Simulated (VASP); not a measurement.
A run of VASP 6.6.1 is set up as follows.

Contents of POSCAR:

```
Si
1.0
    0.0000000000      1.9679227229      1.9679227229
    1.9679227229      0.0000000000      1.9679227229
    1.9679227229      1.9679227229      0.0000000000
Si
1
Direct
    0.0000000000      0.0000000000      0.0000000000
```

File INCAR.step1:

```
SYSTEM = Si
PREC     = Accurate       ! precision mode
ENCUT    = 520            ! plane-wave cutoff, eV
ISMEAR   = 0              ! smearing method
SIGMA    = 0.1            ! smearing width, eV
LREAL    = .False.        ! projectors in reciprocal space
LASPH    = .True.         ! aspherical terms in the spheres
NELM     = 80             ! most SCF steps
NBANDS   = 8              ! bands
GGA      = PE             ! functional
ALGO     = Normal         ! electronic algorithm
EDIFF    = 1E-4           ! SCF threshold, eV
LWAVE    = .True.         ! write WAVECAR
LCHARG   = .False.        ! write CHGCAR
```

The input INCAR.step2:

```
SYSTEM = Si
PREC     = Accurate       ! precision mode
ENCUT    = 520            ! plane-wave cutoff, eV
EDIFF    = 1E-7           ! SCF threshold, eV
ISMEAR   = 0              ! smearing method
SIGMA    = 0.1            ! smearing width, eV
LREAL    = .False.        ! projectors in reciprocal space
LASPH    = .True.         ! aspherical terms in the spheres
NELM     = 80             ! most SCF steps
ALGO     = Normal         ! electronic algorithm
ISIF     = 2              ! what is computed and relaxed
LWAVE    = .False.        ! write WAVECAR
LCHARG   = .False.        ! write CHGCAR
METAGGA  = R2SCAN         ! meta-GGA
LMIXTAU  = .True.       
NBANDS   = 8              ! bands
ISTART   = 1
```

Contents of KPOINTS:

```
regular mesh
0
Gamma
  18 18 18
  0 0 0
```

Potentials or basis: VASP PAW PBE potentials, release 64 (Si).

Run with:

```bash
$ cat potpaw_PBE.64/Si/POTCAR > POTCAR
$ cp INCAR.step1 INCAR
$ mpirun -np 1 vasp_std > vasp.out
$ cp INCAR.step2 INCAR
$ mpirun -np 1 vasp_std > vasp.out
```

Predict the band gap on the k mesh.

zero (band 2 reaches 20.85 eV, above the bottom of band 3 at 6.61 eV).

Estimate the pressure.

-6.3 GPa.

Caveat: the PAW data sets were made with another functional, which shifts forces and pressure a little.
